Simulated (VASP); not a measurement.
# Pt (P6_3/mmc) in VASP: notebook

Pt is run at these levels: r2SCAN; tasks: single point.

All numbers are computed with VASP 6.6.1; they aren't measurements. Logs are shortened: lines on timing, memory, paths and dates and some standing lists are left out, and cuts for length are marked.

**1. The cell of the first run**

Symmetry: P6_3/mmc, No. 194, hexagonal system. Conventional cell: a = 2.540 Å, b = 2.540 Å, c = 5.176 Å, α = 90.00°, β = 90.00°, γ = 120.00°. Within 3.4 Å of Pt (site symmetry -6m2) lie 12 Pt at 2.54 to 2.97 Å.

This isn't the form of Pt at room conditions, which is fcc.

**2. Single point, r2SCAN (strain -0.080 along x and y, +0.080 along z)**

File POSCAR:

```
Pt
1.0
    2.5398123665      0.0000000000      0.0000000000
   -1.2699061833      2.1995420302      0.0000000000
    0.0000000000      0.0000000000      5.1755047200
Pt
2
Direct
    0.6666666667      0.3333333333      0.7500000000
    0.3333333333      0.6666666667      0.2500000000
```

File INCAR.step1:

```
SYSTEM = Pt
  PREC = Accurate
  ENCUT = 520
  ISMEAR = 0
  SIGMA = 0.15
  LREAL = .False.
  LASPH = .True.
  NELM = 80
  NBANDS = 17
  GGA = PE
  ALGO = Normal
  EDIFF = 1E-4
  LWAVE = .True.
  LCHARG = .False.
```

File INCAR.step2:

```
SYSTEM = Pt
  PREC = Accurate
  ENCUT = 520
  EDIFF = 1E-6
  ISMEAR = 0
  SIGMA = 0.15
  LREAL = .False.
  LASPH = .True.
  NELM = 80
  ALGO = Normal
  ISIF = 2
  LWAVE = .False.
  LCHARG = .False.
  METAGGA = R2SCAN
  LMIXTAU = .True.
  NBANDS = 17
  ISTART = 1
```

File KPOINTS:

```
Automatic mesh
0
Gamma
  18 18 10
  0 0 0
```

Potentials or basis: VASP PAW PBE potentials, release 64 (Pt).

Run with:

```bash
$ cat potpaw_PBE.64/Pt/POTCAR > POTCAR
$ cp INCAR.step1 INCAR
$ mpirun -np 1 vasp_std > vasp.out
$ cp INCAR.step2 INCAR
$ mpirun -np 1 vasp_std > vasp.out
```

OUTCAR:

```text
SYSTEM = Pt
   PREC = Accurate
   ENCUT = 520
   EDIFF = 1E-6
   ISMEAR = 0
   LREAL = .False.
   LASPH = .True.
   NELM = 80
   ISIF = 2
   METAGGA = R2SCAN
   ISTART = 1

 ion  position               nearest neighbor table
   1  0.667  0.333  0.750-   2 2.97   2 2.97   2 2.97   2 2.97   2 2.97   2 2.97
   2  0.333  0.667  0.250-   1 2.97   1 2.97   1 2.97   1 2.97   1 2.97   1 2.97

  LATTYP: Found a hexagonal cell.
 ALAT       =     2.5398123665
 C/A-ratio  =     2.0377508151

  Lattice vectors:

 A1 = (   2.5398123665,   0.0000000000,   0.0000000000)
 A2 = (  -1.2699061833,   2.1995420302,   0.0000000000)
 A3 = (   0.0000000000,   0.0000000000,   5.1755047200)

Analysis of symmetry for initial positions (statically):
=====================================================================
 Subroutine PRICEL returns:
 Original cell was already a primitive cell.

 Routine SETGRP: Setting up the symmetry group for a
 hexagonal supercell.

 Subroutine GETGRP returns: Found 24 space group operations
 (whereof 12 operations were pure point group operations)
 out of a pool of 24 trial point group operations.

The static configuration has the point symmetry D_3d.
 The point group associated with its full space group is D_6h.

Analysis of symmetry for dynamics (positions and initial velocities):
=====================================================================
 Subroutine PRICEL returns:
 Original cell was already a primitive cell.

 Routine SETGRP: Setting up the symmetry group for a
 hexagonal supercell.

 Subroutine GETGRP returns: Found 24 space group operations
 (whereof 12 operations were pure point group operations)
 out of a pool of 24 trial point group operations.

The dynamic configuration has the point symmetry D_3d.
 The point group associated with its full space group is D_6h.

 Subroutine INISYM returns: Found 24 space group operations
 (whereof 12 operations are pure point group operations),
 and found     1 'primitive' translations

----------------------------------------------------------------------------------------

                                     Primitive cell

  volume of cell :      28.9126

  direct lattice vectors                    reciprocal lattice vectors
     2.539812367  0.000000000  0.000000000     0.393729873  0.227320048  0.000000000
    -1.269906183  2.199542030  0.000000000     0.000000000  0.454640096  0.000000000
     0.000000000  0.000000000  5.175504720     0.000000000  0.000000000  0.193217870

  length of vectors
     2.539812367  2.539812366  5.175504720     0.454640096  0.454640096  0.193217870

  position of ions in fractional coordinates (direct lattice)
     0.666666667  0.333333333  0.750000000
     0.333333333  0.666666667  0.250000000

  ion indices of the primitive-cell ions
   primitive index   ion index
                 1           1
                 2           2

----------------------------------------------------------------------------------------

 KPOINTS: Automatic mesh

Automatic generation of k-mesh.
 Grid dimensions read from file:
 generate k-points for:   18   18   10

 Generating k-lattice:

  Cartesian coordinates                     Fractional coordinates (reciprocal lattice)
     0.021873882  0.012628892  0.000000000     0.055555556 -0.000000000  0.000000000
     0.000000000  0.025257783  0.000000000     0.000000000  0.055555556  0.000000000
     0.000000000  0.000000000  0.019321787     0.000000000  0.000000000  0.100000000

  Length of vectors
     0.025257783  0.025257783  0.019321787

  Shift w.r.t. Gamma in fractional coordinates (k-lattice)
     0.000000000  0.000000000  0.000000000

 Subroutine IBZKPT returns following result:
 ===========================================

 Found    222 irreducible k-points:

 Following reciprocal coordinates:
            Coordinates               Weight
  0.000000  0.000000  0.000000      1.000000
  0.055556  0.000000  0.000000      6.000000
  0.111111  0.000000  0.000000      6.000000
  0.166667 -0.000000  0.000000      6.000000
  0.222222 -0.000000  0.000000      6.000000
  0.277778  0.000000  0.000000      6.000000
[... 16 lines left out ...]
  0.333333  0.111111  0.000000     12.000000
  0.388889  0.111111  0.000000     12.000000
 [... further k-points ...]
   k-points           NKPTS =    222   k-points in BZ     NKDIM =    222   number of bands    NBANDS=     17
   number of dos      NEDOS =    301   number of ions     NIONS =      2
   total plane-waves  NPLWV =  16000
   dimension x,y,z NGX =    20 NGY =   20 NGZ =   40
   dimension x,y,z NGXF=    40 NGYF=   40 NGZF=   80
   ions per type =               2
   NGX,Y,Z   is equivalent  to a cutoff of  13.09, 13.09, 12.85 a.u.
   NGXF,Y,Z  is equivalent  to a cutoff of  26.18, 26.18, 25.70 a.u.
 SYSTEM =  Pt
   PREC   = accura    normal or accurate (medium, high low for compatibility)
   ISTART =      1    job   : 0-new  1-cont  2-samecut
   ICHARG =      0    charge: 1-file 2-atom 10-const
   ISPIN  =      1    spin polarized calculation?
   LNONCOLLINEAR =      F non collinear calculations
   LSORBIT =      F    spin-orbit coupling
   LASPH  =      T    aspherical Exc in radial PAW
   ENCUT  =  520.0 eV  38.22 Ry    6.18 a.u.   4.72  4.72  9.62*2*pi/ulx,y,z
   NELM   =     80;   NELMIN=  2; NELMDL=  0     # of ELM steps
   EDIFF  = 0.1E-05   stopping-criterion for ELM
   LREAL  =      F    real-space projection
   EDIFFG = 0.1E-04   stopping-criterion for IOM
   NSW    =      0    number of steps for IOM
   IBRION =     -1    ionic relax: 0-MD 1-quasi-New 2-CG
   NFREE  =      0    steps in history (QN), initial steepest desc. (CG)
   ISIF   =      2    stress and relaxation
   ISYM   =      2    0-nonsym 1-usesym 2-fastsym
   POTIM  = 0.5000    time-step for ionic-motion
   TEBEG  =    0.0;   TEEND  =   0.0 temperature during run
   PSTRESS=    0.0 pullay stress
   NELECT =      20.0000    total number of electrons
   NUPDOWN=      -1.0000    fix difference up-down
   EMIN   =  10.00;   EMAX   =-10.00  energy-range for DOS
   EFERMI =   0.00;   METHOD = LEGACY
   ISMEAR =     0;   SIGMA  =   0.15  broadening in eV -4-tet -1-fermi 0-gaus
   EFERMI_NEDOS =   21; number of points for ismear=-14 and -15
   IALGO  =     38    algorithm
   IMIX   =      4    mixing-type and parameters
     AMIX     =   0.40;   BMIX     =  1.00
     AMIX_MAG =   1.60;   BMIX_MAG =  1.00
  volume/ion in A,a.u.               =      14.46        97.56
  Fermi-wavevector in a.u.,A,eV,Ry     =   1.447847  2.736034 28.521356  2.096261
  Thomas-Fermi vector in A             =   2.565755
   LORBIT       =      0    0 simple, 1 ext, 2 COOP (PROOUT), +10 PAW based schemes
   METAGGA = R2SCAN    functional components
   LHFCALC =     F    Hartree Fock is set to
   AEXX    =    0.0000 exact exchange contribution
   IVDW    =     0    specifies the selected vdW correction
   LEPSILON=     F    determine dielectric tensor
   LRPA    =     F    only Hartree local field effects (RPA)
 non-spin polarized calculation
 Gauss-broadening in eV      SIGMA  =   0.15
  energy-cutoff  :      520.00
  volume of cell :       28.91
 maximum number of plane-waves:       799
 NGX is ok and might be reduce to    20
   NGX =  9   NGY =  9   NGZ = 19

 number of electron      20.0000000 magnetization

 Free energy of the ion-electron system (eV)
  ---------------------------------------------------
  ext. energy  EPLUGINS =         0.00000000
  ---------------------------------------------------
  free energy    TOTEN  =      -102.14831309 eV

  energy without entropy =     -102.12330508  energy(sigma->0) =     -102.13580909

 E-fermi :  11.7092     XC(G=0): -14.8283

 val. band max:       11.7084795110   @ k =   0.0000   0.0000   0.0000
 cond. band min:      11.7092428103   @ k =   0.0556   0.0000   0.0000
 fundamental gap:      0.0007632994
 Fermi energy:        11.7092302575

 k-point     1 :       0.0000    0.0000    0.0000
  band No.  band energies     occupation
      1       0.7984      2.00000
      2       2.7261      2.00000
      3       5.9561      2.00000
      4       7.5197      2.00000
      5       7.5197      2.00000
      6       7.7170      2.00000
[... 9 lines left out ...]
     16      29.7729      0.00000
     17      37.1837      0.00000

 k-point     2 :       0.0556    0.0000    0.0000
  band No.  band energies     occupation
      1       0.9532      2.00000
      2       2.8849      2.00000
      3       6.0237      2.00000
      4       7.4234      2.00000
      5       7.6215      2.00000
      6       7.6449      2.00000
[... 9 lines left out ...]
     16      30.0614      0.00000
     17      35.6929      0.00000

 k-point     3 :       0.1111    0.0000    0.0000
  band No.  band energies     occupation
      1       1.4003      2.00000
      2       3.3325      2.00000
      3       6.1997      2.00000
      4       7.1837      2.00000
      5       7.3989      2.00000
      6       8.0145      2.00000
[... 9 lines left out ...]
     16      30.8254      0.00000
     17      33.9047      0.00000

 k-point     4 :       0.1667   -0.0000    0.0000
  band No.  band energies     occupation
      1       2.0805      2.00000
      2       3.9485      2.00000
      3       6.3536      2.00000
      4       6.8951      2.00000
      5       7.3536      2.00000
      6       7.6133      2.00000
[... 9 lines left out ...]
     16      31.7056      0.00000
     17      32.4100      0.00000
[... 343 lines left out ...]
      1       4.3188      2.00000
      2       4.6543      2.00000
      3       5.7001      2.00000
      4       6.7809      2.00000
      5       7.6051      2.00000
      6       7.6922      2.00000
[... 9 lines left out ...]
     16      27.8799      0.00000
     17      30.4344      0.00000

 k-point    23 :       0.3333    0.1111    0.0000
  band No.  band energies     occupation
      1       4.2279      2.00000
      2       4.4045      2.00000
      3       5.3857      2.00000
      4       7.2684      2.00000
      5       7.4847      2.00000
      6       8.5005      2.00000
[... 9 lines left out ...]
     16      26.9361      0.00000
     17      28.1154      0.00000

 k-point    24 :       0.3889    0.1111    0.0000
  band No.  band energies     occupation
      1       4.0717      2.00000
      2       4.2597      2.00000
      3       5.1951      2.00000
      4       7.0584      2.00000
      5       8.1006      2.00000
      6       8.8076      2.00000
[... 9 lines left out ...]
     16      26.1808      0.00000
     17      26.5835      0.00000

 [... further k-points ...]
[... 5 lines left out ...]
  --------------------------------------------------------------------------------------
  -------------------------------------------------------------------------------------
  Total       11.1905575     11.1905575     -0.6365483     -0.0000000      0.0000000      0.0000000
  in kB      620.1199446    620.1199446    -35.2740537     -0.0000000      0.0000000      0.0000000
  external PRESSURE =     401.6552785 kB  Pullay stress =       0.0000000 kB

 VOLUME and BASIS-vectors are now :
 -----------------------------------------------------------------------------
  energy-cutoff  :      520.00
  volume of cell :       28.91
      direct lattice vectors                 reciprocal lattice vectors
     2.539812367  0.000000000  0.000000000     0.393729873  0.227320048  0.000000000
    -1.269906183  2.199542030  0.000000000     0.000000000  0.454640096  0.000000000
     0.000000000  0.000000000  5.175504720     0.000000000  0.000000000  0.193217870

 POSITION                                       TOTAL-FORCE (eV/Angst)
 -----------------------------------------------------------------------------------
      1.26991      0.73318      3.88163        -0.000000      0.000000      0.000000
     -0.00000      1.46636      1.29388         0.000000     -0.000000      0.000000
 -----------------------------------------------------------------------------------
    total drift:                               -0.000000      0.000000     -0.000000

  FREE ENERGIE OF THE ION-ELECTRON SYSTEM (eV)
  ---------------------------------------------------
  free  energy   TOTEN  =      -102.1483130895 eV

  energy  without entropy=     -102.1233050811  energy(sigma->0) =     -102.13580909
```

It took 2.8 min on 1 thread of AMD EPYC 9R45 (Zen 5), shared host; peak memory 0.19 GiB.

Results:

```yaml
Free_energy: -102.1483 eV
Pressure: 40.2 GPa
Band_gap_on_the_k_mesh: zero (bands 10 and 11 overlap by 2.39 eV)
```

Stress tensor (GPa, compression positive):
```
62.01  0.00  0.00
 0.00 62.01  0.00
 0.00  0.00 -3.53
```

Levels at points of the mesh, in eV from the Fermi level:
```tsv
k point	band 6	band 7	band 8	band 9	band 10	band 11	band 12	band 13	band 14	band 15
(0.00, 0.00, 0.00)	-3.99	-3.99	-1.85	-0.94	-0.94	0.00	0.00	3.33	13.56	16.81
(0.50, 0.00, 0.00)	-2.53	-2.16	-0.42	1.44	1.52	2.88	4.60	8.71	8.97	11.29
(0.00, 0.00, 0.50)	-4.12	-4.12	-4.12	-0.43	-0.43	-0.43	-0.43	9.61	9.61	17.15
(0.50, 0.00, 0.50)	-1.58	-1.04	-1.04	1.48	1.48	2.02	2.02	8.75	8.75	13.53
```

Caveat: the cell differs from its parent crystal (strain -0.080 along x and y, +0.080 along z); the cell stands under pressure; the PAW data sets were made with another functional, which shifts forces and pressure a little; spin-orbit coupling is left out, which moves the levels of the heavy elements.

**3. Single point, r2SCAN (strain +0.000 along x and y, -0.080 along z)**

File POSCAR:

```
Pt
1.0
    2.7606656158      0.0000000000      0.0000000000
   -1.3803328079      2.3908065546      0.0000000000
    0.0000000000      0.0000000000      4.4087632800
Pt
2
Direct
    0.6666666667      0.3333333333      0.7500000000
    0.3333333333      0.6666666667      0.2500000000
```

File INCAR.step1:

```
SYSTEM = Pt
PREC = Accurate
ENCUT = 520
ISMEAR = 0
SIGMA = 0.15
LREAL = .FALSE.
LASPH = .TRUE.
NELM = 80
NBANDS = 17
GGA = PE
ALGO = Normal
EDIFF = 1E-4
LWAVE = .TRUE.
LCHARG = .FALSE.
```

File INCAR.step2:

```
SYSTEM = Pt
PREC = Accurate
ENCUT = 520
EDIFF = 1E-6
ISMEAR = 0
SIGMA = 0.15
LREAL = .FALSE.
LASPH = .TRUE.
NELM = 80
ALGO = Normal
ISIF = 2
LWAVE = .FALSE.
LCHARG = .FALSE.
METAGGA = R2SCAN
LMIXTAU = .TRUE.
NBANDS = 17
ISTART = 1
```

File KPOINTS:

```
Automatic mesh
0
G
  18 18 10
  0 0 0
```

Potentials or basis: VASP PAW PBE potentials, release 64 (Pt).

Run with:

```bash
$ cat potpaw_PBE.64/Pt/POTCAR > POTCAR
$ cp INCAR.step1 INCAR
$ mpirun -np 1 vasp_std > vasp.out
$ cp INCAR.step2 INCAR
$ mpirun -np 1 vasp_std > vasp.out
```

Run time: 3.6 min. Hardware: 1 thread of AMD EPYC 9R45 (Zen 5), shared host; peak memory 0.2 GiB.

The run converged. Its results:

| Quantity | Value |
| --- | --- |
| Free energy | -102.7206 eV |
| Pressure | 18.9 GPa |
| Band gap on the k mesh | zero (bands 10 and 11 overlap by 1.39 eV) |

Stress tensor (GPa, compression positive):
```
14.37  0.00  0.00
 0.00 14.37  0.00
 0.00  0.00 28.03
```

Levels at points of the mesh, in eV from the Fermi level:
| k point | band 6 | band 7 | band 8 | band 9 | band 10 | band 11 | band 12 | band 13 | band 14 | band 15 |
| --- | --- | --- | --- | --- | --- | --- | --- | --- | --- | --- |
| (0.00, 0.00, 0.00) | -3.42 | -3.42 | -2.85 | -2.85 | -0.36 | -0.36 | -0.24 | 6.70 | 15.47 | 17.79 |
| (0.50, 0.00, 0.00) | -3.38 | -3.12 | -0.10 | 0.28 | 0.29 | 2.37 | 3.87 | 8.41 | 10.43 | 11.19 |
| (0.00, 0.00, 0.50) | -4.18 | -4.18 | -4.18 | -1.04 | -1.04 | -1.04 | -1.04 | 14.60 | 14.60 | 16.61 |
| (0.50, 0.00, 0.50) | -2.53 | -1.09 | -1.09 | 0.14 | 0.14 | 1.79 | 1.79 | 7.16 | 7.16 | 16.45 |

Caveat: the cell differs from its parent crystal (strain +0.000 along x and y, -0.080 along z); the cell stands under pressure; the PAW data sets were made with another functional, which shifts forces and pressure a little; spin-orbit coupling is left out, which moves the levels of the heavy elements.
